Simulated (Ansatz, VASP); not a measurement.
## Two plane-wave programs on TlBr

```xyz
2
Lattice="3.9964 0.0000 0.0000 0.0000 3.9964 0.0000 0.0000 0.0000 3.9964" Properties=species:S:1:pos:R:3 pbc="T T T"
Tl    0.0000    0.0000    0.0000
Br    1.9982    1.9982    1.9982
```

Alike in both runs: functional r2SCAN; k mesh 10 × 10 × 10; occupations fermi-dirac, width 0.1 eV; no spin polarisation.

Ansatz relaxed the structure, and its values are those at the end. VASP's run is a single point on that final structure, the one shown.

```csv
,VASP,Ansatz
version,VASP 6.6.1,Ansatz 0.2.0
potentials or method,"VASP PAW PBE potentials, release 64 (Tl_d, Br)","PAW with Ansatz's default frozen-core files, scalar-relativistic"
plane-wave cutoff (eV),550,500
valence electrons in the cell,20,20
```

```csv
,VASP,Ansatz,Ansatz less VASP
pressure (GPa),0.0,0.0,+0.03
```

VASP's potentials were made for PBE, not for r2SCAN.

Spin-orbit coupling is off throughout.
